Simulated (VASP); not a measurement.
**NiMoIrPdW: density of states with PBE**

The system is NiMoIrPdW.

```
Ni Mo Pd Ir W
1.0
     2.34460   -1.43138    0.00906
     2.34460    1.43138    0.00906
    -2.20600    0.00000   10.92374
Ni Mo Pd Ir W
1 1 1 1 1
Direct
  0.49838 0.49838 0.29525
  0.31773 0.31773 0.91207
  0.24733 0.24733 0.49061
  0.74982 0.74982 0.10802
  0.68673 0.68673 0.69406
```

* Program: VASP 6.6.1
* Task: density of states
* Functional: PBE
* Potentials or basis: VASP PAW PBE potentials, release 64 (Ni, Mo_sv, Pd, Ir, W_sv)
* Cutoff: 520 eV
* k mesh: 11 × 11 × 3
* Occupations: fermi-dirac, width 0.05 eV
* Spin: collinear spin, ferromagnetic start
* Starting moments: [1.0, 1.0, 0.0, 0.6, 0.0] μB
* Dipole correction: no
* k mesh for the DOS: 17 × 17 × 5
* Occupations for the DOS: tetrahedron
* Further INCAR settings: ALGO = Normal; EDIFF = 1e-06

```yaml
Net_moment: 0.00 μB per cell
Valence_electrons_inside_the_program's_atomic_spheres: Ni 9.17; Mo 12.52; Pd 9.56; Ir 8.36; W 12.02
```

Levels at points of the mesh, in eV from the Fermi level:
Spin up:
```tsv
k point	band 25	band 26	band 27	band 28	band 29	band 30	band 31	band 32
(0.00, 0.00, 0.00)	-1.28	-0.86	-0.86	-0.78	-0.74	-0.54	-0.18	0.02
```
Spin down:
| k point | band 25 | band 26 | band 27 | band 28 | band 29 | band 30 | band 31 | band 32 |
| --- | --- | --- | --- | --- | --- | --- | --- | --- |
| (0.00, 0.00, 0.00) | -1.28 | -0.86 | -0.86 | -0.78 | -0.74 | -0.54 | -0.18 | 0.02 |

Wall time 46 min on 1 × NVIDIA H100 80GB with 1 thread of AMD EPYC 7R13 Processor (Zen 3), with other jobs on the host, peak memory 2.7 GiB.

Caveat: spin-orbit coupling is left out, which moves the levels of the heavy elements.
